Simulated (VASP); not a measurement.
Here is a VASP 6.6.1 calculation.

File INCAR:

```
SYSTEM = AlNi
PREC = Accurate
ENCUT = 520
EDIFF = 1E-7
ISMEAR = 0
SIGMA = 0.15
LREAL = .False.
LASPH = .True.
NELM = 60
ALGO = Fast
ISIF = 2
LWAVE = .False.
LCHARG = .False.
GGA = PS
NBANDS = 14
```

File KPOINTS:

```
Automatic mesh
0
Gamma
  16 16 16
  0 0 0
```

Contents of POSCAR:

```
AlNi
1.0
    1.7988676817     -1.7988198794      0.0000000000
    1.8730437374      1.8729979062      0.0000000000
    0.0000000000      0.0000000000      2.8688666979
Al Ni
1 1
Direct
    0.0000000000      0.0000000000      0.0000000000
    0.5000000000      0.5000000000      0.5000000000
```

Potentials or basis: VASP PAW PBE potentials, release 64 (Al, Ni).

Command:

```console
$ cat potpaw_PBE.64/Al/POTCAR potpaw_PBE.64/Ni/POTCAR > POTCAR
$ mpirun -np 1 vasp_std > vasp.out
```

(1) What does it give for the band gap on the k mesh?

(2) What does it give for the pressure?

Answers

(1) zero (an odd number of electrons rules out a gap without spin polarisation).

(2) 51.8 GPa.

Caveat: the cell differs from its parent crystal (normal strain along x -0.1100, normal strain along y -0.0733); the cell stands under pressure; the PAW data sets were made with another functional, which shifts forces and pressure a little.
